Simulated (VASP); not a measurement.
The system is MgS.

```
CELL_PARAMETERS angstrom
4.03966 0.00000 0.00000
-2.01983 3.49844 0.00000
0.00000 0.00000 13.08027
ATOMIC_POSITIONS crystal
Mg 0.00000 0.00000 0.99891
Mg 0.33333 0.66667 0.24981
Mg 0.00000 0.00000 0.49891
Mg 0.66667 0.33333 0.74981
S 0.00000 0.00000 0.18801
S 0.33333 0.66667 0.43828
S 0.00000 0.00000 0.68801
S 0.66667 0.33333 0.93828
```

* Program: VASP 6.6.1
* Task: relaxation of cell and atoms
* Functional: r2SCAN
* Potentials or basis: VASP PAW PBE potentials, release 64 (Mg, S)
* Cutoff: 600 eV
* k mesh: 6 × 6 × 2
* Occupations: fermi-dirac, width 0.02 eV
* Spin: no spin polarisation

At the start: pressure -1.3 GPa; volume 23.11 Å³/atom.

Question: Where does the relaxation end?

Answer: Over 3 steps the energy falls by 2.2 meV/atom and the volume is 22.59 Å³/atom (-2.2 %); space group P6_3mc (No. 186, to 0.05 Å).

The path:
| step | energy change (eV) | largest force (eV/Å) | pressure (GPa) | volume (Å³) |
| --- | --- | --- | --- | --- |
| 1 | 0.0000 | 0.0034 | -1.32 | 184.86 |
| 2 | -0.0166 | 0.0033 | 0.31 | 179.82 |
| 3 | -0.0175 | 0.0031 | 0.01 | 180.70 |

Final structure:
```
CELL_PARAMETERS angstrom
4.00890 0.00000 0.00000
-2.00445 3.47181 0.00000
0.00000 0.00000 12.98337
ATOMIC_POSITIONS crystal
Mg 0.00000 0.00000 0.99892
Mg 0.33333 0.66667 0.24980
Mg 0.00000 0.00000 0.49892
Mg 0.66667 0.33333 0.74980
S 0.00000 0.00000 0.18800
S 0.33333 0.66667 0.43827
S 0.00000 0.00000 0.68800
S 0.66667 0.33333 0.93827
```

Caveat: the PAW data sets were made with another functional, which shifts forces and pressure a little.
